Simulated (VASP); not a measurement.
# Li2O (Fm-3m) in VASP: single point with PBE

Aim: the single point of Li2O with PBE.

Everything below comes from runs of VASP 6.6.1. Logs are shortened: lines on timing, memory, paths and dates and some standing lists are left out, and cuts for length are marked.

### Step 1. The cell of the first run

Symmetry: Fm-3m, No. 225, cubic system. Conventional cell: a = 4.610 Å, b = 4.610 Å, c = 4.610 Å, α = 90.00°, β = 90.00°, γ = 90.00°. Li (site symmetry -43m) has 4 O at 2.00 Å and 6 Li at 2.30 to 2.31 Å within 2.6 Å. Within 2.6 Å of O (site symmetry m-3m) lie 8 Li at 2.00 Å.

### Step 2. Single point, PBE

File INCAR:

```
PREC = Accurate
ENCUT = 750
EDIFF = 1E-6
ISMEAR = 0
SIGMA = 0.01
LREAL = False
LASPH = True
NELM = 120
ALGO = Normal
ISIF = 2
LWAVE = False
LCHARG = False
GGA = PE
NBANDS = 13
GGA_COMPAT = False
```

File KPOINTS:

```
regular mesh
0
Gamma
  4 4 4
```

File POSCAR:

```
Li2O
1.0
    0.0000000000      2.3050000000      2.3050000000
    2.3050000000      0.0000000000      2.3050000000
    2.3050000000      2.3050000000      0.0000000000
Li O
2 1
Direct
    0.2500000000      0.2500000000      0.2500000000
    0.7500000000      0.7500000000      0.7500000000
    0.0000000000      0.0000000000      0.0000000000
```

Potentials or basis: VASP PAW PBE potentials, release 64 (Li_sv, O).

Launch:

```console
$ cat potpaw_PBE.64/Li_sv/POTCAR potpaw_PBE.64/O/POTCAR > POTCAR
$ mpirun -np 1 vasp_std > vasp.out
```

OUTCAR:

```text
PREC = Accurate
   ENCUT = 750
   EDIFF = 1E-6
   ISMEAR = 0
   LREAL = False
   LASPH = True
   NELM = 120
   ISIF = 2
   GGA = PE

 ion  position               nearest neighbor table
   1  0.250  0.250  0.250-   3 2.00   3 2.00   3 2.00   3 2.00   2 2.31   2 2.31   2 2.31   2 2.31
                             2 2.31   2 2.31
   2  0.750  0.750  0.750-   3 2.00   3 2.00   3 2.00   3 2.00   1 2.31   1 2.31   1 2.31   1 2.31
                             1 2.31   1 2.31
   3  0.000  0.000  0.000-   1 2.00   2 2.00   2 2.00   2 2.00   2 2.00   1 2.00   1 2.00   1 2.00

  LATTYP: Found a face centered cubic cell.
 ALAT       =     4.6100000000

  Lattice vectors:

 A1 = (   0.0000000000,   2.3050000000,   2.3050000000)
 A2 = (   2.3050000000,   0.0000000000,   2.3050000000)
 A3 = (   2.3050000000,   2.3050000000,   0.0000000000)

Analysis of symmetry for initial positions (statically):
=====================================================================
 Subroutine PRICEL returns:
 Original cell was already a primitive cell.

 Routine SETGRP: Setting up the symmetry group for a
 face centered cubic supercell.

 Subroutine GETGRP returns: Found 48 space group operations
 (whereof 48 operations were pure point group operations)
 out of a pool of 48 trial point group operations.

The static configuration has the point symmetry O_h .

Analysis of symmetry for dynamics (positions and initial velocities):
=====================================================================
 Subroutine PRICEL returns:
 Original cell was already a primitive cell.

 Routine SETGRP: Setting up the symmetry group for a
 face centered cubic supercell.

 Subroutine GETGRP returns: Found 48 space group operations
 (whereof 48 operations were pure point group operations)
 out of a pool of 48 trial point group operations.

The dynamic configuration has the point symmetry O_h .

 Subroutine INISYM returns: Found 48 space group operations
 (whereof 48 operations are pure point group operations),
 and found     1 'primitive' translations

----------------------------------------------------------------------------------------

                                     Primitive cell

  volume of cell :      24.4930

  direct lattice vectors                    reciprocal lattice vectors
     0.000000000  2.305000000  2.305000000    -0.216919740  0.216919740  0.216919740
     2.305000000  0.000000000  2.305000000     0.216919740 -0.216919740  0.216919740
     2.305000000  2.305000000  0.000000000     0.216919740  0.216919740 -0.216919740

  length of vectors
     3.259762261  3.259762261  3.259762261     0.375716010  0.375716010  0.375716010

  position of ions in fractional coordinates (direct lattice)
     0.250000000  0.250000000  0.250000000
     0.750000000  0.750000000  0.750000000
     0.000000000  0.000000000  0.000000000

  ion indices of the primitive-cell ions
   primitive index   ion index
                 1           1
                 2           2
                 3           3

----------------------------------------------------------------------------------------

 KPOINTS: regular mesh

Automatic generation of k-mesh.
 Grid dimensions read from file:
 generate k-points for:    4    4    4

 Generating k-lattice:

  Cartesian coordinates                     Fractional coordinates (reciprocal lattice)
    -0.054229935  0.054229935  0.054229935     0.250000000  0.000000000  0.000000000
     0.054229935 -0.054229935  0.054229935     0.000000000  0.250000000  0.000000000
     0.054229935  0.054229935 -0.054229935     0.000000000  0.000000000  0.250000000

  Length of vectors
     0.093929003  0.093929003  0.093929003

  Shift w.r.t. Gamma in fractional coordinates (k-lattice)
     0.000000000  0.000000000  0.000000000

 Subroutine IBZKPT returns following result:
 ===========================================

 Found      8 irreducible k-points:

 Following reciprocal coordinates:
            Coordinates               Weight
  0.000000  0.000000  0.000000      1.000000
  0.250000  0.000000  0.000000      8.000000
  0.500000  0.000000  0.000000      4.000000
  0.250000  0.250000  0.000000      6.000000
  0.500000  0.250000  0.000000     24.000000
 -0.250000  0.250000  0.000000     12.000000
  0.500000  0.500000  0.000000      3.000000
 -0.250000  0.500000  0.250000      6.000000
   k-points           NKPTS =      8   k-points in BZ     NKDIM =      8   number of bands    NBANDS=     13
   number of dos      NEDOS =    301   number of ions     NIONS =      3
   total plane-waves  NPLWV =  27000
   dimension x,y,z NGX =    30 NGY =   30 NGZ =   30
   dimension x,y,z NGXF=    60 NGYF=   60 NGZF=   60
   ions per type =               2   1
   NGX,Y,Z   is equivalent  to a cutoff of  15.30, 15.30, 15.30 a.u.
   NGXF,Y,Z  is equivalent  to a cutoff of  30.60, 30.60, 30.60 a.u.
 SYSTEM =  unknown system
   PREC   = accura    normal or accurate (medium, high low for compatibility)
   ISTART =      0    job   : 0-new  1-cont  2-samecut
   ICHARG =      2    charge: 1-file 2-atom 10-const
   ISPIN  =      1    spin polarized calculation?
   LNONCOLLINEAR =      F non collinear calculations
   LSORBIT =      F    spin-orbit coupling
   LASPH  =      T    aspherical Exc in radial PAW
   ENCUT  =  750.0 eV  55.12 Ry    7.42 a.u.   7.28  7.28  7.28*2*pi/ulx,y,z
   NELM   =    120;   NELMIN=  2; NELMDL= -5     # of ELM steps
   EDIFF  = 0.1E-05   stopping-criterion for ELM
   LREAL  =      F    real-space projection
   EDIFFG = 0.1E-04   stopping-criterion for IOM
   NSW    =      0    number of steps for IOM
   IBRION =     -1    ionic relax: 0-MD 1-quasi-New 2-CG
   NFREE  =      0    steps in history (QN), initial steepest desc. (CG)
   ISIF   =      2    stress and relaxation
   ISYM   =      2    0-nonsym 1-usesym 2-fastsym
   POTIM  = 0.5000    time-step for ionic-motion
   TEBEG  =    0.0;   TEEND  =   0.0 temperature during run
   PSTRESS=    0.0 pullay stress
   NELECT =      12.0000    total number of electrons
   NUPDOWN=      -1.0000    fix difference up-down
   EMIN   =  10.00;   EMAX   =-10.00  energy-range for DOS
   EFERMI =   0.00;   METHOD = LEGACY
   ISMEAR =     0;   SIGMA  =   0.01  broadening in eV -4-tet -1-fermi 0-gaus
   EFERMI_NEDOS =   21; number of points for ismear=-14 and -15
   IALGO  =     38    algorithm
   IMIX   =      4    mixing-type and parameters
     AMIX     =   0.40;   BMIX     =  1.00
     AMIX_MAG =   1.60;   BMIX_MAG =  1.00
  volume/ion in A,a.u.               =       8.16        55.10
  Fermi-wavevector in a.u.,A,eV,Ry     =   1.290588  2.438858 22.662103  1.665618
  Thomas-Fermi vector in A             =   2.422410
   LORBIT       =      0    0 simple, 1 ext, 2 COOP (PROOUT), +10 PAW based schemes
   GGA     = PE    functional components
   LHFCALC =     F    Hartree Fock is set to
   AEXX    =    0.0000 exact exchange contribution
   IVDW    =     0    specifies the selected vdW correction
   LEPSILON=     F    determine dielectric tensor
   LRPA    =     F    only Hartree local field effects (RPA)
 non-spin polarized calculation
 Gauss-broadening in eV      SIGMA  =   0.01
  energy-cutoff  :      750.00
  volume of cell :       24.49
 maximum number of plane-waves:      1158
 NGX is ok and might be reduce to    30
   NGX = 15   NGY = 15   NGZ = 15

 number of electron      12.0000001 magnetization

 Free energy of the ion-electron system (eV)
  ---------------------------------------------------
  ext. energy  EPLUGINS =         0.00000000
  ---------------------------------------------------
  free energy    TOTEN  =       -14.35253244 eV

  energy without entropy =      -14.35253244  energy(sigma->0) =      -14.35253244

 E-fermi :   1.4559     XC(G=0):  -9.7772

 val. band max:        1.3706791052   @ k =   0.0000   0.0000   0.0000
 cond. band min:       6.3589659245   @ k =   0.5000   0.5000   0.0000
 fundamental gap:      4.9882868193
 Fermi energy:         1.4559369359

 k-point     1 :       0.0000    0.0000    0.0000
  band No.  band energies     occupation
      1     -41.6055      2.00000
      2     -41.2693      2.00000
      3     -14.0881      2.00000
      4       1.3707      2.00000
      5       1.3707      2.00000
      6       1.3707      2.00000
      7       6.6804      0.00000
      8      13.3407      0.00000
      9      13.3407      0.00000
     10      13.3407      0.00000
     11      20.4343      0.00000
     12      20.4343      0.00000
     13      20.4343      0.00000

 k-point     2 :       0.2500    0.0000    0.0000
  band No.  band energies     occupation
      1     -41.5493      2.00000
      2     -41.3123      2.00000
      3     -13.9802      2.00000
      4      -0.1907      2.00000
      5       1.1333      2.00000
      6       1.1333      2.00000
      7       8.0989      0.00000
      8      13.1420      0.00000
      9      13.8167      0.00000
     10      13.8167      0.00000
     11      18.2208      0.00000
     12      18.2208      0.00000
     13      22.2315      0.00000

 k-point     3 :       0.5000    0.0000    0.0000
  band No.  band energies     occupation
      1     -41.4247      2.00000
      2     -41.4236      2.00000
      3     -13.8604      2.00000
      4      -1.4162      2.00000
      5       0.9219      2.00000
      6       0.9219      2.00000
      7      10.6221      0.00000
      8      11.2404      0.00000
      9      13.4657      0.00000
     10      13.4657      0.00000
     11      19.2786      0.00000
     12      19.2786      0.00000
     13      24.2685      0.00000
[... 49 lines left out ...]
 k-point     7 :       0.5000    0.5000    0.0000
  band No.  band energies     occupation
      1     -41.4736      2.00000
      2     -41.3642      2.00000
      3     -13.8138      2.00000
      4      -0.2368      2.00000
      5      -0.0216      2.00000
      6      -0.0216      2.00000
      7       6.3590      0.00000
      8      14.9648      0.00000
      9      14.9648      0.00000
     10      16.1642      0.00000
     11      17.1802      0.00000
     12      21.3935      0.00000
     13      24.8901      0.00000

 k-point     8 :      -0.2500    0.5000    0.2500
  band No.  band energies     occupation
      1     -41.4191      2.00000
      2     -41.4191      2.00000
      3     -13.8010      2.00000
      4      -0.4635      2.00000
      5      -0.1259      2.00000
      6      -0.1259      2.00000
      7       8.5629      0.00000
      8      11.8413      0.00000
      9      15.5412      0.00000
     10      15.5412      0.00000
     11      19.5929      0.00000
     12      19.5929      0.00000
     13      24.5606      0.00000

------------------------ aborting loop because EDIFF is reached ----------------------------------------

  FORCE on cell =-STRESS in cart. coord.  units (eV):
  Direction    XX          YY          ZZ          XY          YZ          ZX
  --------------------------------------------------------------------------------------
  -------------------------------------------------------------------------------------
  Total        0.0814867      0.0814867      0.0814867      0.0000000      0.0000000     -0.0000000
  in kB        5.3303361      5.3303361      5.3303361      0.0000000      0.0000000     -0.0000000
  external PRESSURE =       5.3303361 kB  Pullay stress =       0.0000000 kB

 VOLUME and BASIS-vectors are now :
 -----------------------------------------------------------------------------
  energy-cutoff  :      750.00
  volume of cell :       24.49
      direct lattice vectors                 reciprocal lattice vectors
     0.000000000  2.305000000  2.305000000    -0.216919740  0.216919740  0.216919740
     2.305000000  0.000000000  2.305000000     0.216919740 -0.216919740  0.216919740
     2.305000000  2.305000000  0.000000000     0.216919740  0.216919740 -0.216919740

 POSITION                                       TOTAL-FORCE (eV/Angst)
 -----------------------------------------------------------------------------------
      1.15250      1.15250      1.15250         0.000000      0.000000      0.000000
      3.45750      3.45750      3.45750        -0.000000     -0.000000     -0.000000
      0.00000      0.00000      0.00000         0.000000     -0.000000      0.000000
 -----------------------------------------------------------------------------------
    total drift:                                0.000000     -0.000000      0.000000

  FREE ENERGIE OF THE ION-ELECTRON SYSTEM (eV)
  ---------------------------------------------------
  free  energy   TOTEN  =       -14.3525324408 eV

  energy  without entropy=      -14.3525324408  energy(sigma->0) =      -14.35253244
```

Run time: 4.2 s. Hardware: 1 thread of AMD EPYC 9R45 (Zen 5), shared host; peak memory 0.12 GiB.

Results:

```yaml
Free_energy: -14.3525 eV
Pressure: 0.5 GPa
Band_gap_on_the_k_mesh: 4.99 eV, indirect (least direct gap 5.31 eV)
```

Levels at points of the mesh, in eV from the valence-band top:
```tsv
k point	band 3	band 4	band 5	band 6	band 7	band 8	band 9	band 10
(0.00, 0.00, 0.00)	-15.46	0.00	0.00	0.00	5.31	11.97	11.97	11.97
(0.50, 0.00, 0.00)	-15.23	-2.79	-0.45	-0.45	9.25	9.87	12.10	12.10
(0.50, 0.50, 0.00)	-15.18	-1.61	-1.39	-1.39	4.99	13.59	13.59	14.79
```

Caveat: the k points lie up to 0.59 Å⁻¹ apart. A k mesh can miss the band edges.
